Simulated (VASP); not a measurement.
A run of VASP 6.6.1 is set up as follows.

The input INCAR:

```
PREC = Accurate
ENCUT = 520
EDIFF = 1E-7
ISMEAR = -1
SIGMA = 0.05
LREAL = F
LASPH = T
NELM = 100
ALGO = Fast
ISIF = 2
LWAVE = F
LCHARG = T
GGA = PE
LELF = T
LVHAR = T
NBANDS = 18
```

KPOINTS

```
Automatic mesh
0
Gamma
  9 9 9
```

POSCAR

```
ZnCu
1.0
    2.9657339259      0.0000000000      0.0000000000
    0.0000000000      2.9657339259      0.0000000000
    0.0000000000      0.0000000000      2.9657339259
Zn Cu
1 1
Direct
    0.5000000000      0.5000000000      0.5000000000
    0.0000000000      0.0000000000      0.0000000000
```

Potentials or basis: VASP PAW PBE potentials, release 64 (Zn, Cu).

Run with:

```console
$ cat potpaw_PBE.64/Zn/POTCAR potpaw_PBE.64/Cu/POTCAR > POTCAR
$ mpirun -np 1 vasp_std > vasp.out
```

**Question.** Predict the pressure.

**Answer.** 0.6 GPa.
